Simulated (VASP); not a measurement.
# KBr (Fm-3m) in VASP: further runs

Aim: see how the results for KBr move with the level of theory and the settings. Levels: PBE, HSE06. Tasks: single point.

Everything below comes from runs of VASP 6.6.1. Logs are shortened: lines on timing, memory, paths and dates and some standing lists are left out, and cuts for length are marked.

## (1) The cell of the first run

The structure is cubic, space group Fm-3m (No. 225). Conventional cell: a = 6.604 Å, b = 6.604 Å, c = 6.604 Å, α = 90.00°, β = 90.00°, γ = 90.00°. Within 4.3 Å of K (site symmetry m-3m) lie 6 Br at 3.30 Å. Within 4.3 Å of Br (site symmetry m-3m) lie 6 K at 3.30 Å.

## (2) Single point, PBE

File INCAR:

```
ALGO = Normal
EDIFF = 1E-6
ENCUT = 500
GGA = PE
GGA_COMPAT = False
ISIF = 2
ISMEAR = 1
LASPH = True
LCHARG = True
LELF = True
LREAL = False
LVHAR = True
LWAVE = False
NBANDS = 15
NELM = 120
PREC = Accurate
SIGMA = 0.5
```

File KPOINTS:

```
k-points
0
Gamma
  4 4 4
```

File POSCAR:

```
KBr
1.0
    0.0000000000      3.3022478341      3.3022478341
    3.3022478341      0.0000000000      3.3022478341
    3.3022478341      3.3022478341      0.0000000000
K Br
1 1
Direct
    0.0000000000      0.0000000000      0.0000000000
    0.5000000000      0.5000000000      0.5000000000
```

Potentials or basis: VASP PAW PBE potentials, release 64 (K_sv, Br).

Launch:

```
$ cat potpaw_PBE.64/K_sv/POTCAR potpaw_PBE.64/Br/POTCAR > POTCAR
$ mpirun -np 1 vasp_std > vasp.out
```

OUTCAR:

```text
EDIFF = 1E-6
   ENCUT = 500
   GGA = PE
   ISIF = 2
   ISMEAR = 1
   LASPH = True
   LREAL = False
   NELM = 120
   PREC = Accurate

 ion  position               nearest neighbor table
   1  0.000  0.000  0.000-   2 3.30   2 3.30   2 3.30   2 3.30   2 3.30   2 3.30
   2  0.500  0.500  0.500-   1 3.30   1 3.30   1 3.30   1 3.30   1 3.30   1 3.30

  LATTYP: Found a face centered cubic cell.
 ALAT       =     6.6044956682

  Lattice vectors:

 A1 = (   0.0000000000,   3.3022478341,   3.3022478341)
 A2 = (   3.3022478341,   0.0000000000,   3.3022478341)
 A3 = (   3.3022478341,   3.3022478341,   0.0000000000)

Analysis of symmetry for initial positions (statically):
=====================================================================
 Subroutine PRICEL returns:
 Original cell was already a primitive cell.

 Routine SETGRP: Setting up the symmetry group for a
 face centered cubic supercell.

 Subroutine GETGRP returns: Found 48 space group operations
 (whereof 48 operations were pure point group operations)
 out of a pool of 48 trial point group operations.

The static configuration has the point symmetry O_h .

Analysis of symmetry for dynamics (positions and initial velocities):
=====================================================================
 Subroutine PRICEL returns:
 Original cell was already a primitive cell.

 Routine SETGRP: Setting up the symmetry group for a
 face centered cubic supercell.

 Subroutine GETGRP returns: Found 48 space group operations
 (whereof 48 operations were pure point group operations)
 out of a pool of 48 trial point group operations.

The dynamic configuration has the point symmetry O_h .

 Subroutine INISYM returns: Found 48 space group operations
 (whereof 48 operations are pure point group operations),
 and found     1 'primitive' translations

----------------------------------------------------------------------------------------

                                     Primitive cell

  volume of cell :      72.0210

  direct lattice vectors                    reciprocal lattice vectors
     0.000000000  3.302247834  3.302247834    -0.151412015  0.151412015  0.151412015
     3.302247834  0.000000000  3.302247834     0.151412015 -0.151412015  0.151412015
     3.302247834  3.302247834  0.000000000     0.151412015  0.151412015 -0.151412015

  length of vectors
     4.670083673  4.670083673  4.670083673     0.262253304  0.262253304  0.262253304

  position of ions in fractional coordinates (direct lattice)
     0.000000000  0.000000000  0.000000000
     0.500000000  0.500000000  0.500000000

  ion indices of the primitive-cell ions
   primitive index   ion index
                 1           1
                 2           2

----------------------------------------------------------------------------------------

 KPOINTS: k-points

Automatic generation of k-mesh.
 Grid dimensions read from file:
 generate k-points for:    4    4    4

 Generating k-lattice:

  Cartesian coordinates                     Fractional coordinates (reciprocal lattice)
    -0.037853004  0.037853004  0.037853004     0.250000000  0.000000000  0.000000000
     0.037853004 -0.037853004  0.037853004     0.000000000  0.250000000  0.000000000
     0.037853004  0.037853004 -0.037853004     0.000000000  0.000000000  0.250000000

  Length of vectors
     0.065563326  0.065563326  0.065563326

  Shift w.r.t. Gamma in fractional coordinates (k-lattice)
     0.000000000  0.000000000  0.000000000

 Subroutine IBZKPT returns following result:
 ===========================================

 Found      8 irreducible k-points:

 Following reciprocal coordinates:
            Coordinates               Weight
  0.000000  0.000000  0.000000      1.000000
  0.250000  0.000000  0.000000      8.000000
  0.500000  0.000000  0.000000      4.000000
  0.250000  0.250000  0.000000      6.000000
  0.500000  0.250000  0.000000     24.000000
 -0.250000  0.250000  0.000000     12.000000
  0.500000  0.500000  0.000000      3.000000
 -0.250000  0.500000  0.250000      6.000000
   k-points           NKPTS =      8   k-points in BZ     NKDIM =      8   number of bands    NBANDS=     15
   number of dos      NEDOS =    301   number of ions     NIONS =      2
   total plane-waves  NPLWV =  46656
   dimension x,y,z NGX =    36 NGY =   36 NGZ =   36
   dimension x,y,z NGXF=    72 NGYF=   72 NGZF=   72
   ions per type =               1   1
   NGX,Y,Z   is equivalent  to a cutoff of  12.82, 12.82, 12.82 a.u.
   NGXF,Y,Z  is equivalent  to a cutoff of  25.63, 25.63, 25.63 a.u.
 SYSTEM =  unknown system
   PREC   = accura    normal or accurate (medium, high low for compatibility)
   ISTART =      0    job   : 0-new  1-cont  2-samecut
   ICHARG =      2    charge: 1-file 2-atom 10-const
   ISPIN  =      1    spin polarized calculation?
   LNONCOLLINEAR =      F non collinear calculations
   LSORBIT =      F    spin-orbit coupling
   LASPH  =      T    aspherical Exc in radial PAW
   ENCUT  =  500.0 eV  36.75 Ry    6.06 a.u.   8.51  8.51  8.51*2*pi/ulx,y,z
   NELM   =    120;   NELMIN=  2; NELMDL= -5     # of ELM steps
   EDIFF  = 0.1E-05   stopping-criterion for ELM
   LREAL  =      F    real-space projection
   EDIFFG = 0.1E-04   stopping-criterion for IOM
   NSW    =      0    number of steps for IOM
   IBRION =     -1    ionic relax: 0-MD 1-quasi-New 2-CG
   NFREE  =      0    steps in history (QN), initial steepest desc. (CG)
   ISIF   =      2    stress and relaxation
   ISYM   =      2    0-nonsym 1-usesym 2-fastsym
   POTIM  = 0.5000    time-step for ionic-motion
   TEBEG  =    0.0;   TEEND  =   0.0 temperature during run
   PSTRESS=    0.0 pullay stress
   NELECT =      16.0000    total number of electrons
   NUPDOWN=      -1.0000    fix difference up-down
   EMIN   =  10.00;   EMAX   =-10.00  energy-range for DOS
   EFERMI =   0.00;   METHOD = LEGACY
   ISMEAR =     1;   SIGMA  =   0.50  broadening in eV -4-tet -1-fermi 0-gaus
   EFERMI_NEDOS =   21; number of points for ismear=-14 and -15
   IALGO  =     38    algorithm
   IMIX   =      4    mixing-type and parameters
     AMIX     =   0.40;   BMIX     =  1.00
     AMIX_MAG =   1.60;   BMIX_MAG =  1.00
  volume/ion in A,a.u.               =      36.01       243.01
  Fermi-wavevector in a.u.,A,eV,Ry     =   0.991506  1.873674 13.375661  0.983083
  Thomas-Fermi vector in A             =   2.123252
   LORBIT       =      0    0 simple, 1 ext, 2 COOP (PROOUT), +10 PAW based schemes
   GGA     = PE    functional components
   LHFCALC =     F    Hartree Fock is set to
   AEXX    =    0.0000 exact exchange contribution
   IVDW    =     0    specifies the selected vdW correction
   LEPSILON=     F    determine dielectric tensor
   LRPA    =     F    only Hartree local field effects (RPA)
 non-spin polarized calculation
 Methfessel and Paxton  Order N= 1 SIGMA  =   0.50
  energy-cutoff  :      500.00
  volume of cell :       72.02
 maximum number of plane-waves:      1850
 NGX is ok and might be reduce to    36
   NGX = 17   NGY = 17   NGZ = 17

 number of electron      15.9999997 magnetization

 Free energy of the ion-electron system (eV)
  ---------------------------------------------------
  ext. energy  EPLUGINS =         0.00000000
  ---------------------------------------------------
  free energy    TOTEN  =        -6.16655935 eV

  energy without entropy =       -6.25057990  energy(sigma->0) =       -6.19456620

 E-fermi :  -1.6219     XC(G=0):  -7.3665

 val. band max:       -1.7606580729   @ k =   0.0000   0.0000   0.0000
 cond. band min:       2.6742939104   @ k =   0.0000   0.0000   0.0000
 fundamental gap:      4.4349519833
 Fermi energy:        -1.6218564250

 k-point     1 :       0.0000    0.0000    0.0000
  band No.  band energies     occupation
      1     -29.5289      2.00000
      2     -14.0534      2.00000
      3     -13.0062      2.00000
      4     -13.0062      2.00000
      5     -13.0062      2.00000
      6      -1.7607      1.45038
      7      -1.7607      1.45038
      8      -1.7607      1.45038
      9       2.6743     -0.00000
     10       5.8530     -0.00000
     11       5.8530     -0.00000
     12       5.8530     -0.00000
     13       6.6763     -0.00000
     14       6.6763     -0.00000
     15       9.8418      0.00000

 k-point     2 :       0.2500    0.0000    0.0000
  band No.  band energies     occupation
      1     -29.5261      2.00000
      2     -14.1481      2.00000
      3     -13.0090      2.00000
      4     -13.0090      2.00000
      5     -12.8766      2.00000
      6      -2.4283      2.04495
      7      -1.9326      1.85884
      8      -1.9326      1.85884
      9       3.9244     -0.00000
     10       5.7328     -0.00000
     11       6.5547     -0.00000
     12       6.5547     -0.00000
     13       7.4441     -0.00000
     14       7.4441     -0.00000
     15      10.4579      0.00000

 k-point     3 :       0.5000    0.0000    0.0000
  band No.  band energies     occupation
      1     -29.5233      2.00000
      2     -14.2269      2.00000
      3     -13.0117      2.00000
      4     -13.0117      2.00000
      5     -12.7619      2.00000
      6      -2.9331      2.00132
      7      -2.0911      2.03505
      8      -2.0911      2.03505
      9       4.8319     -0.00000
     10       6.4730     -0.00000
     11       8.0095     -0.00000
     12       8.0095     -0.00000
     13       8.3161     -0.00000
     14       8.3161     -0.00000
     15       9.1716      0.00000
[... 55 lines left out ...]
 k-point     7 :       0.5000    0.5000    0.0000
  band No.  band energies     occupation
      1     -29.5217      2.00000
      2     -13.9561      2.00000
      3     -13.0959      2.00000
      4     -13.0418      2.00000
      5     -13.0418      2.00000
      6      -2.5702      2.02200
      7      -2.0449      2.00183
      8      -2.0449      2.00183
      9       4.1149     -0.00000
     10       5.4396     -0.00000
     11       7.6156     -0.00000
     12       7.7407     -0.00000
     13       7.9171     -0.00000
     14       9.0217      0.00000
     15       9.0217      0.00000

 k-point     8 :      -0.2500    0.5000    0.2500
  band No.  band energies     occupation
      1     -29.5216      2.00000
      2     -14.0508      2.00000
      3     -13.0687      2.00000
      4     -13.0687      2.00000
      5     -12.9122      2.00000
      6      -2.3450      2.05993
      7      -2.3450      2.05993
      8      -2.2942      2.06717
      9       5.6314     -0.00000
     10       5.6314     -0.00000
     11       6.4987     -0.00000
     12       7.2443     -0.00000
     13       8.9367      0.00000
     14       9.0465      0.00000
     15       9.2651      0.00000

------------------------ aborting loop because EDIFF is reached ----------------------------------------

  FORCE on cell =-STRESS in cart. coord.  units (eV):
  Direction    XX          YY          ZZ          XY          YZ          ZX
  --------------------------------------------------------------------------------------
  -------------------------------------------------------------------------------------
  Total        0.2675087      0.2675087      0.2675087      0.0000000      0.0000000     -0.0000000
  in kB        5.9509940      5.9509940      5.9509940      0.0000000      0.0000000     -0.0000000
  external PRESSURE =       5.9509940 kB  Pullay stress =       0.0000000 kB

 VOLUME and BASIS-vectors are now :
 -----------------------------------------------------------------------------
  energy-cutoff  :      500.00
  volume of cell :       72.02
      direct lattice vectors                 reciprocal lattice vectors
     0.000000000  3.302247834  3.302247834    -0.151412015  0.151412015  0.151412015
     3.302247834  0.000000000  3.302247834     0.151412015 -0.151412015  0.151412015
     3.302247834  3.302247834  0.000000000     0.151412015  0.151412015 -0.151412015

 POSITION                                       TOTAL-FORCE (eV/Angst)
 -----------------------------------------------------------------------------------
      0.00000      0.00000      0.00000        -0.000000      0.000000     -0.000000
      3.30225      3.30225      3.30225         0.000000     -0.000000      0.000000
 -----------------------------------------------------------------------------------
    total drift:                                0.000000      0.000000      0.000000

  FREE ENERGIE OF THE ION-ELECTRON SYSTEM (eV)
  ---------------------------------------------------
  free  energy   TOTEN  =        -6.1665593490 eV

  energy  without entropy=       -6.2505799013  energy(sigma->0) =       -6.19456620
```

Run time: 32 s. Hardware: 1 thread of AMD EPYC 7R13, shared host; peak memory 0.17 GiB.

What came out:

```
Free energy            : -6.1666 eV
Pressure               : 0.6 GPa
Band gap on the k mesh : 4.43 eV, direct
```

Levels at points of the mesh, in eV from the valence-band top:
```tsv
k point	band 4	band 5	band 6	band 7	band 8	band 9	band 10	band 11	band 12	band 13
(0.00, 0.00, 0.00)	-11.25	-11.25	0.00	0.00	0.00	4.44	7.61	7.61	7.61	8.44
(0.50, 0.00, 0.00)	-11.25	-11.00	-1.17	-0.33	-0.33	6.59	8.23	9.77	9.77	10.08
(0.50, 0.50, 0.00)	-11.28	-11.28	-0.81	-0.28	-0.28	5.88	7.20	9.38	9.50	9.68
```

## (3) Single point, HSE06

POSCAR is that of step 2.

File INCAR.step1:

```
SYSTEM = KBr
  PREC = Accurate
  ENCUT = 400
  EDIFF = 1E-5
  ISMEAR = 0
  SIGMA = 0.01
  LREAL = .False.
  LASPH = .True.
  NELM = 120
  ALGO = Normal
  ISIF = 2
  LWAVE = .True.
  LCHARG = .False.
  NBANDS = 15
  GGA = PE
  GGA_COMPAT = .False.
```

File INCAR.step2:

```
SYSTEM = KBr
  PREC = Accurate
  ENCUT = 400
  EDIFF = 1E-6
  ISMEAR = 0
  SIGMA = 0.01
  LREAL = .False.
  LASPH = .True.
  NELM = 120
  ALGO = Normal
  ISIF = 2
  LWAVE = .False.
  LCHARG = .False.
  GGA = PE
  LHFCALC = .True.
  HFSCREEN = 0.2079
  PRECFOCK = Normal
  NBANDS = 15
  ISTART = 1
  GGA_COMPAT = .False.
```

File KPOINTS:

```
Automatic mesh
0
Gamma
  2 2 2
  0 0 0
```

Potentials or basis: VASP PAW PBE potentials, release 64 (K_sv, Br).

Launch:

```
$ cat potpaw_PBE.64/K_sv/POTCAR potpaw_PBE.64/Br/POTCAR > POTCAR
$ cp INCAR.step1 INCAR
$ mpirun -np 1 vasp_std > vasp.out
$ cp INCAR.step2 INCAR
$ mpirun -np 1 vasp_std > vasp.out
```

It took 70 s on 1 thread of AMD EPYC 7R13, shared host; peak memory 0.23 GiB.

It converged, with:

* Free energy: -7.1148 eV
* Pressure: 0.7 GPa
* Band gap on the k mesh: 5.63 eV, direct

Levels at points of the mesh, in eV from the valence-band top:
```tsv
k point	band 5	band 6	band 7	band 8	band 9	band 10	band 11	band 12
(0.00, 0.00, 0.00)	-12.16	0.00	0.00	0.00	5.63	8.96	8.96	8.96
(0.50, 0.00, 0.00)	-11.88	-1.20	-0.34	-0.34	7.77	9.59	11.35	11.35
(0.50, 0.50, 0.00)	-12.19	-0.84	-0.30	-0.30	7.08	8.48	10.79	10.94
```

Caveat: the k points lie up to 0.82 Å⁻¹ apart; the PAW data sets were made with another functional, which shifts forces and pressure a little.
